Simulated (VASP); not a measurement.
# PbO (P4/nmm) in VASP: notebook

The runs below take PbO through single point, with PBEsol.

All numbers are computed with VASP 6.6.1; they aren't measurements. Logs are shortened: lines on timing, memory, paths and dates and some standing lists are left out, and cuts for length are marked.

## 1. The cell of the first run

The structure is tetragonal, space group P4/nmm (No. 129). The conventional cell has a = 3.978 Å, b = 3.978 Å, c = 5.013 Å, α = 90.00°, β = 90.00°, γ = 90.00°. Within 3.1 Å of Pb (site symmetry 4mm) lie 4 O at 2.32 Å. Within 3.1 Å of O (site symmetry -4m2) lie 4 Pb at 2.32 Å and 4 O at 2.81 Å.

## 2. Single point, PBEsol

File INCAR:

```
PREC = Accurate
ENCUT = 520
EDIFF = 1E-6
ISMEAR = 0
SIGMA = 0.05
LREAL = F
LASPH = T
NELM = 100
ALGO = Normal
ISIF = 2
LWAVE = F
LCHARG = F
GGA = PS
NBANDS = 28
```

File KPOINTS:

```
Automatic mesh
0
Gamma
  8 8 8
```

File POSCAR:

```
PbO
1.0
    3.9780804971      0.0000000000      0.0000000000
    0.0000000000      3.9780804971      0.0000000000
    0.0000000000      0.0000000000      5.0127125567
Pb O
2 2
Direct
    0.5000000000      0.0000000000      0.2368000000
    0.0000000000      0.5000000000      0.7632000000
    0.0000000000      0.0000000000      0.0000000000
    0.5000000000      0.5000000000      0.0000000000
```

Potentials or basis: VASP PAW PBE potentials, release 64 (Pb_d, O).

Command:

```
> cat potpaw_PBE.64/Pb_d/POTCAR potpaw_PBE.64/O/POTCAR > POTCAR
> mpirun -np 1 vasp_std > vasp.out
```

OUTCAR:

```text
PREC = Accurate
   ENCUT = 520
   EDIFF = 1E-6
   ISMEAR = 0
   LREAL = F
   LASPH = T
   NELM = 100
   ISIF = 2
   GGA = PS

 ion  position               nearest neighbor table
   1  0.500  0.000  0.237-   3 2.32   4 2.32   4 2.32   3 2.32   2 3.68   2 3.68   2 3.68   2 3.68
                             2 3.86   2 3.86   2 3.86   2 3.86
   2  0.000  0.500  0.763-   3 2.32   4 2.32   3 2.32   4 2.32   1 3.68   1 3.68   1 3.68   1 3.68
                             1 3.86   1 3.86   1 3.86   1 3.86
   3  0.000  0.000  0.000-   1 2.32   2 2.32   2 2.32   1 2.32
   4  0.500  0.500  0.000-   1 2.32   2 2.32   1 2.32   2 2.32

  LATTYP: Found a simple tetragonal cell.
 ALAT       =     3.9780804971
 C/A-ratio  =     1.2600832387

  Lattice vectors:

 A1 = (   3.9780804971,   0.0000000000,   0.0000000000)
 A2 = (   0.0000000000,   3.9780804971,   0.0000000000)
 A3 = (   0.0000000000,   0.0000000000,   5.0127125567)

Analysis of symmetry for initial positions (statically):
=====================================================================
 Subroutine PRICEL returns:
 Original cell was already a primitive cell.

 Routine SETGRP: Setting up the symmetry group for a
 simple tetragonal supercell.

 Subroutine GETGRP returns: Found 16 space group operations
 (whereof  8 operations were pure point group operations)
 out of a pool of 16 trial point group operations.

The static configuration has the point symmetry D_2d.
 The point group associated with its full space group is D_4h.

Analysis of symmetry for dynamics (positions and initial velocities):
=====================================================================
 Subroutine PRICEL returns:
 Original cell was already a primitive cell.

 Routine SETGRP: Setting up the symmetry group for a
 simple tetragonal supercell.

 Subroutine GETGRP returns: Found 16 space group operations
 (whereof  8 operations were pure point group operations)
 out of a pool of 16 trial point group operations.

The dynamic configuration has the point symmetry D_2d.
 The point group associated with its full space group is D_4h.

 Subroutine INISYM returns: Found 16 space group operations
 (whereof  8 operations are pure point group operations),
 and found     1 'primitive' translations

----------------------------------------------------------------------------------------

                                     Primitive cell

  volume of cell :      79.3268

  direct lattice vectors                    reciprocal lattice vectors
     3.978080497  0.000000000  0.000000000     0.251377518  0.000000000  0.000000000
     0.000000000  3.978080497  0.000000000     0.000000000  0.251377518  0.000000000
     0.000000000  0.000000000  5.012712557     0.000000000  0.000000000  0.199492787

  length of vectors
     3.978080497  3.978080497  5.012712557     0.251377518  0.251377518  0.199492787

  position of ions in fractional coordinates (direct lattice)
     0.500000000  0.000000000  0.236800000
     0.000000000  0.500000000  0.763200000
     0.000000000  0.000000000  0.000000000
     0.500000000  0.500000000  0.000000000

  ion indices of the primitive-cell ions
   primitive index   ion index
                 1           1
                 2           2
                 3           3
                 4           4

----------------------------------------------------------------------------------------

 KPOINTS: Automatic mesh

Automatic generation of k-mesh.
 Grid dimensions read from file:
 generate k-points for:    8    8    8

 Generating k-lattice:

  Cartesian coordinates                     Fractional coordinates (reciprocal lattice)
     0.031422190  0.000000000  0.000000000     0.125000000  0.000000000  0.000000000
     0.000000000  0.031422190  0.000000000     0.000000000  0.125000000  0.000000000
     0.000000000  0.000000000  0.024936598     0.000000000  0.000000000  0.125000000

  Length of vectors
     0.031422190  0.031422190  0.024936598

  Shift w.r.t. Gamma in fractional coordinates (k-lattice)
     0.000000000  0.000000000  0.000000000

 Subroutine IBZKPT returns following result:
 ===========================================

 Found     75 irreducible k-points:

 Following reciprocal coordinates:
            Coordinates               Weight
  0.000000  0.000000  0.000000      1.000000
  0.125000  0.000000  0.000000      4.000000
  0.250000  0.000000  0.000000      4.000000
  0.375000  0.000000  0.000000      4.000000
  0.500000  0.000000  0.000000      2.000000
  0.125000  0.125000  0.000000      4.000000
[... 16 lines left out ...]
  0.375000  0.125000  0.125000     16.000000
  0.500000  0.125000  0.125000      8.000000
 [... further k-points ...]
   k-points           NKPTS =     75   k-points in BZ     NKDIM =     75   number of bands    NBANDS=     28
   number of dos      NEDOS =    301   number of ions     NIONS =      4
   total plane-waves  NPLWV =  36000
   dimension x,y,z NGX =    30 NGY =   30 NGZ =   40
   dimension x,y,z NGXF=    60 NGYF=   60 NGZF=   80
   ions per type =               2   2
   NGX,Y,Z   is equivalent  to a cutoff of  12.54, 12.54, 13.27 a.u.
   NGXF,Y,Z  is equivalent  to a cutoff of  25.07, 25.07, 26.53 a.u.
 SYSTEM =  unknown system
   PREC   = accura    normal or accurate (medium, high low for compatibility)
   ISTART =      0    job   : 0-new  1-cont  2-samecut
   ICHARG =      2    charge: 1-file 2-atom 10-const
   ISPIN  =      1    spin polarized calculation?
   LNONCOLLINEAR =      F non collinear calculations
   LSORBIT =      F    spin-orbit coupling
   LASPH  =      T    aspherical Exc in radial PAW
   ENCUT  =  520.0 eV  38.22 Ry    6.18 a.u.   7.40  7.40  9.32*2*pi/ulx,y,z
   NELM   =    100;   NELMIN=  2; NELMDL= -5     # of ELM steps
   EDIFF  = 0.1E-05   stopping-criterion for ELM
   LREAL  =      F    real-space projection
   EDIFFG = 0.1E-04   stopping-criterion for IOM
   NSW    =      0    number of steps for IOM
   IBRION =     -1    ionic relax: 0-MD 1-quasi-New 2-CG
   NFREE  =      0    steps in history (QN), initial steepest desc. (CG)
   ISIF   =      2    stress and relaxation
   ISYM   =      2    0-nonsym 1-usesym 2-fastsym
   POTIM  = 0.5000    time-step for ionic-motion
   TEBEG  =    0.0;   TEEND  =   0.0 temperature during run
   PSTRESS=    0.0 pullay stress
   NELECT =      40.0000    total number of electrons
   NUPDOWN=      -1.0000    fix difference up-down
   EMIN   =  10.00;   EMAX   =-10.00  energy-range for DOS
   EFERMI =   0.00;   METHOD = LEGACY
   ISMEAR =     0;   SIGMA  =   0.05  broadening in eV -4-tet -1-fermi 0-gaus
   EFERMI_NEDOS =   21; number of points for ismear=-14 and -15
   IALGO  =     38    algorithm
   IMIX   =      4    mixing-type and parameters
     AMIX     =   0.40;   BMIX     =  1.00
     AMIX_MAG =   1.60;   BMIX_MAG =  1.00
  volume/ion in A,a.u.               =      19.83       133.83
  Fermi-wavevector in a.u.,A,eV,Ry     =   1.303031  2.462372 23.101204  1.697891
  Thomas-Fermi vector in A             =   2.434060
   LORBIT       =      0    0 simple, 1 ext, 2 COOP (PROOUT), +10 PAW based schemes
   GGA     = PS    functional components
   LHFCALC =     F    Hartree Fock is set to
   AEXX    =    0.0000 exact exchange contribution
   IVDW    =     0    specifies the selected vdW correction
   LEPSILON=     F    determine dielectric tensor
   LRPA    =     F    only Hartree local field effects (RPA)
 non-spin polarized calculation
 Gauss-broadening in eV      SIGMA  =   0.05
  energy-cutoff  :      520.00
  volume of cell :       79.33
 maximum number of plane-waves:      2190
 NGX is ok and might be reduce to    30
   NGX = 15   NGY = 15   NGZ = 19

 number of electron      39.9999998 magnetization

 Free energy of the ion-electron system (eV)
  ---------------------------------------------------
  ext. energy  EPLUGINS =         0.00000000
  ---------------------------------------------------
  free energy    TOTEN  =       -22.87260567 eV

  energy without entropy =      -22.87260567  energy(sigma->0) =      -22.87260567

 E-fermi :   5.2369     XC(G=0): -10.0871

 val. band max:        4.9893913497   @ k =   0.1250   0.0000   0.0000
 cond. band min:       6.1412666457   @ k =   0.5000   0.5000   0.0000
 fundamental gap:      1.1518752960
 Fermi energy:         5.2369442483

 k-point     1 :       0.0000    0.0000    0.0000
  band No.  band energies     occupation
      1     -13.3637      2.00000
      2     -12.8011      2.00000
      3     -10.9612      2.00000
      4     -10.9612      2.00000
      5     -10.8954      2.00000
      6     -10.8793      2.00000
[... 20 lines left out ...]
     27      12.4351      0.00000
     28      12.9655      0.00000

 k-point     2 :       0.1250    0.0000    0.0000
  band No.  band energies     occupation
      1     -13.3284      2.00000
      2     -12.8123      2.00000
      3     -10.9535      2.00000
      4     -10.9518      2.00000
      5     -10.8837      2.00000
      6     -10.8700      2.00000
[... 20 lines left out ...]
     27      12.6564      0.00000
     28      13.9914      0.00000

 k-point     3 :       0.2500    0.0000    0.0000
  band No.  band energies     occupation
      1     -13.2365      2.00000
      2     -12.8489      2.00000
      3     -10.9319      2.00000
      4     -10.9256      2.00000
      5     -10.8495      2.00000
      6     -10.8456      2.00000
[... 20 lines left out ...]
     27      12.9236      0.00000
     28      15.8057      0.00000

 k-point     4 :       0.3750    0.0000    0.0000
  band No.  band energies     occupation
      1     -13.1198      2.00000
      2     -12.9144      2.00000
      3     -10.9011      2.00000
      4     -10.8911      2.00000
      5     -10.8386      2.00000
      6     -10.8380      2.00000
[... 20 lines left out ...]
     27      13.3522      0.00000
     28      15.2460      0.00000

 k-point     5 :       0.5000    0.0000    0.0000
  band No.  band energies     occupation
      1     -13.0071      2.00000
      2     -13.0071      2.00000
      3     -10.8677      2.00000
      4     -10.8677      2.00000
      5     -10.8587      2.00000
      6     -10.8587      2.00000
[... 20 lines left out ...]
     27      14.0941      0.00000
     28      14.0941      0.00000

 k-point     6 :       0.1250    0.1250    0.0000
  band No.  band energies     occupation
      1     -13.2957      2.00000
      2     -12.8225      2.00000
      3     -10.9572      2.00000
      4     -10.9297      2.00000
      5     -10.8730      2.00000
      6     -10.8632      2.00000
[... 463 lines left out ...]
      5     -10.8681      2.00000
      6     -10.8666      2.00000
[... 20 lines left out ...]
     27      13.3180      0.00000
     28      14.4514      0.00000

 k-point    22 :       0.2500    0.1250    0.1250
  band No.  band energies     occupation
      1     -13.2102      2.00000
      2     -12.8554      2.00000
      3     -10.9346      2.00000
      4     -10.9000      2.00000
      5     -10.8462      2.00000
      6     -10.8385      2.00000
[... 20 lines left out ...]
     27      13.8524      0.00000
     28      15.2023      0.00000

 k-point    23 :       0.3750    0.1250    0.1250
  band No.  band energies     occupation
      1     -13.1046      2.00000
      2     -12.9167      2.00000
      3     -10.9065      2.00000
      4     -10.8733      2.00000
      5     -10.8462      2.00000
      6     -10.8234      2.00000
[... 20 lines left out ...]
     27      14.0554      0.00000
     28      14.5236      0.00000

 k-point    24 :       0.5000    0.1250    0.1250
  band No.  band energies     occupation
      1     -13.0022      2.00000
      2     -13.0022      2.00000
      3     -10.8781      2.00000
      4     -10.8781      2.00000
      5     -10.8405      2.00000
      6     -10.8405      2.00000
[... 20 lines left out ...]
     27      14.2354      0.00000
     28      14.2354      0.00000

 [... further k-points ...]

------------------------ aborting loop because EDIFF is reached ----------------------------------------

  FORCE on cell =-STRESS in cart. coord.  units (eV):
  Direction    XX          YY          ZZ          XY          YZ          ZX
  --------------------------------------------------------------------------------------
  -------------------------------------------------------------------------------------
  Total        0.2851766      0.2851766      0.1789649      0.0000000      0.0000000      0.0000000
  in kB        5.7597613      5.7597613      3.6145862      0.0000000      0.0000000      0.0000000
  external PRESSURE =       5.0447029 kB  Pullay stress =       0.0000000 kB

 VOLUME and BASIS-vectors are now :
 -----------------------------------------------------------------------------
  energy-cutoff  :      520.00
  volume of cell :       79.33
      direct lattice vectors                 reciprocal lattice vectors
     3.978080497  0.000000000  0.000000000     0.251377518  0.000000000  0.000000000
     0.000000000  3.978080497  0.000000000     0.000000000  0.251377518  0.000000000
     0.000000000  0.000000000  5.012712557     0.000000000  0.000000000  0.199492787

 POSITION                                       TOTAL-FORCE (eV/Angst)
 -----------------------------------------------------------------------------------
      1.98904      0.00000      1.18701        -0.000000     -0.000000      0.031039
      0.00000      1.98904      3.82570         0.000000     -0.000000     -0.031039
      0.00000      0.00000      0.00000         0.000000      0.000000      0.000000
      1.98904      1.98904      0.00000        -0.000000     -0.000000      0.000000
 -----------------------------------------------------------------------------------
    total drift:                                0.000000      0.000000      0.000000

  FREE ENERGIE OF THE ION-ELECTRON SYSTEM (eV)
  ---------------------------------------------------
  free  energy   TOTEN  =       -22.8726056700 eV

  energy  without entropy=      -22.8726056700  energy(sigma->0) =      -22.87260567
```

Run time: 2.1 min. Hardware: 1 thread of Intel Xeon Platinum 8488C (Sapphire Rapids), shared host; peak memory 0.27 GiB.

Results:

```
Free energy            : -22.8726 eV
Pressure               : 0.5 GPa
Largest force          : 0.031 eV/Å
Band gap on the k mesh : 1.15 eV (least direct gap 2.19 eV)
```

Forces in eV/Å, atoms in the order of the input:
```
Pb   0.000  0.000  0.031
Pb   0.000  0.000 -0.031
O    0.000  0.000  0.000
O    0.000  0.000  0.000
```

Levels at points of the mesh, in eV from the valence-band top:
| k point | band 18 | band 19 | band 20 | band 21 | band 22 | band 23 |
| --- | --- | --- | --- | --- | --- | --- |
| (0.00, 0.00, 0.00) | -1.67 | -1.67 | -0.01 | 2.32 | 5.41 | 5.62 |
| (0.50, 0.00, 0.00) | -3.04 | -1.67 | -1.67 | 3.35 | 3.35 | 6.53 |
| (0.50, 0.50, 0.00) | -1.66 | -1.04 | -1.04 | 1.15 | 1.15 | 5.20 |
| (0.00, 0.00, 0.50) | -1.70 | -1.70 | -0.95 | 1.87 | 3.96 | 3.96 |
| (0.50, 0.00, 0.50) | -3.01 | -0.99 | -0.99 | 3.04 | 3.04 | 6.29 |
| (0.50, 0.50, 0.50) | -2.25 | -1.04 | -1.04 | 3.43 | 3.43 | 4.69 |

Caveat: the PAW data sets were made with another functional, which shifts forces and pressure a little; spin-orbit coupling is left out, which moves the levels of the heavy elements.

## 3. Single point, PBEsol, non-collinear spin, zero start, spin-orbit coupling (19.04 Å³/atom)

This run uses another cell than the first one, of 19.04 Å³/atom.

File INCAR:

```
ALGO = Normal ; EDIFF = 1E-7
ENCUT = 520 ; GGA = PS
GGA_COMPAT = False ; ISIF = 2
ISMEAR = 0 ; LASPH = True
LCHARG = False ; LORBIT = 11
LORBMOM = True ; LREAL = False
LSORBIT = True ; LWAVE = False
MAGMOM = 0 0 0 0 0 0 0 0 0 0 0 0 ; NBANDS = 54
NELM = 150 ; PREC = Accurate
SIGMA = 0.05
```

File KPOINTS:

```
k-points
0
Gamma
  6 6 4
```

File POSCAR:

```
PbO
1.0
    3.9243160618      0.0000000000      0.0000000000
    0.0000000000      3.9243160618      0.0000000000
    0.0000000000      0.0000000000      4.9449648930
Pb O
2 2
Direct
    0.5000000000      0.0000000000      0.2368000000
    0.0000000000      0.5000000000      0.7632000000
    0.0000000000      0.0000000000      0.0000000000
    0.5000000000      0.5000000000      0.0000000000
```

Potentials or basis: VASP PAW PBE potentials, release 64 (Pb_d, O).

Command:

```
> cat potpaw_PBE.64/Pb_d/POTCAR potpaw_PBE.64/O/POTCAR > POTCAR
> mpirun -np 1 vasp_ncl > vasp.out
```

It took 4.7 min on 1 thread of Intel Xeon Platinum 8488C (Sapphire Rapids), shared host; peak memory 0.43 GiB.

The run converged. Its results:

- Free energy: -23.5831 eV
- Pressure: 4.1 GPa
- Largest force: 0.632 eV/Å
- Net moment: 0.00 μB per cell
- Valence electrons inside the program's atomic spheres: Pb 11.92; O 4.96

Forces in eV/Å, atoms in the order of the input:
```
Pb   0.000  0.000  0.632
Pb   0.000  0.000 -0.632
O    0.000  0.000  0.000
O    0.000  0.000  0.000
```

Stress tensor (GPa, compression positive):
```
4.35 0.00 0.00
0.00 4.35 0.00
0.00 0.00 3.74
```

Moments on the atoms (μB; x, y, z):
```
Pb  0.00 0.00 0.00
Pb  0.00 0.00 0.00
O   0.00 0.00 0.00
O   0.00 0.00 0.00
```

Caveat: the cell stands under pressure; the PAW data sets were made with another functional, which shifts forces and pressure a little.

## 4. Single point, PBEsol, non-collinear spin, zero start, spin-orbit coupling

File INCAR:

```
PREC = Accurate
ENCUT = 520
EDIFF = 1E-6
ISMEAR = 0
SIGMA = 0.05
LREAL = False
LASPH = True
NELM = 150
ALGO = Normal
ISIF = 2
LWAVE = False
LCHARG = False
LNONCOLLINEAR = True
MAGMOM = 0 0 0 0 0 0 0 0 0 0 0 0
LORBIT = 11
LSORBIT = True
GGA_COMPAT = False
LORBMOM = True
GGA = PS
NBANDS = 54
```

File KPOINTS:

```
regular mesh
0
Gamma
  6 6 6
```

File POSCAR:

```
PbO
1.0
    3.9780804971      0.0000000000      0.0000000000
    0.0000000000      3.9780804971      0.0000000000
    0.0000000000      0.0000000000      5.0127125567
Pb O
2 2
Direct
    0.5000000000      0.0000000000      0.2368000000
    0.0000000000      0.5000000000      0.7632000000
    0.0000000000      0.0000000000      0.0000000000
    0.5000000000      0.5000000000      0.0000000000
```

Command:

```
> cat potpaw_PBE.64/Pb_d/POTCAR potpaw_PBE.64/O/POTCAR > POTCAR
> mpirun -np 1 vasp_ncl > vasp.out
```

Wall time 3.2 min (1 thread of AMD EPYC 9R45 (Zen 5), shared host); peak memory 0.44 GiB.

It converged, with:

```
Free energy                                           : -23.6298 eV
Pressure                                              : 0.3 GPa
Largest force                                         : 0.053 eV/Å
Net moment                                            : 0.00 μB per cell
Valence electrons inside the program's atomic spheres : Pb 11.89; O 4.94
```

Forces in eV/Å, atoms in the order of the input:
```
Pb   0.000  0.000  0.053
Pb   0.000  0.000 -0.053
O    0.000  0.000  0.000
O    0.000  0.000  0.000
```

Moments on the atoms (μB; x, y, z):
```
Pb  0.00 0.00 0.00
Pb  0.00 0.00 0.00
O   0.00 0.00 0.00
O   0.00 0.00 0.00
```

Caveat: the PAW data sets were made with another functional, which shifts forces and pressure a little.

## 5. Summary

```tsv
spin	cell	k mesh	pressure (GPa)	moment (μB)	largest force (eV/Å)
off	a = 3.978, b = 3.978, c = 5.013 Å, 4 atoms	8 × 8 × 8	0.5	-	0.03
non-collinear, zero start, SOC	a = 3.924, b = 3.924, c = 4.945 Å, 4 atoms	6 × 6 × 4	4.1	0.00	0.63
non-collinear, zero start, SOC	a = 3.978, b = 3.978, c = 5.013 Å, 4 atoms	6 × 6 × 6	0.3	0.00	0.05
```

Alike in all rows: task single point; level PBEsol; potentials or basis VASP PAW PBE potentials, release 64 (Pb_d, O); cutoff (eV) 520; smearing gaussian 0.05 eV.

Caveats: the PAW data sets were made with another functional, which shifts forces and pressure a little; spin-orbit coupling is left out, which moves the levels of the heavy elements (at least some runs); the cell stands under pressure (at least some runs).

Total energies depend on the potentials used, so only differences within one code and one set of settings carry meaning.
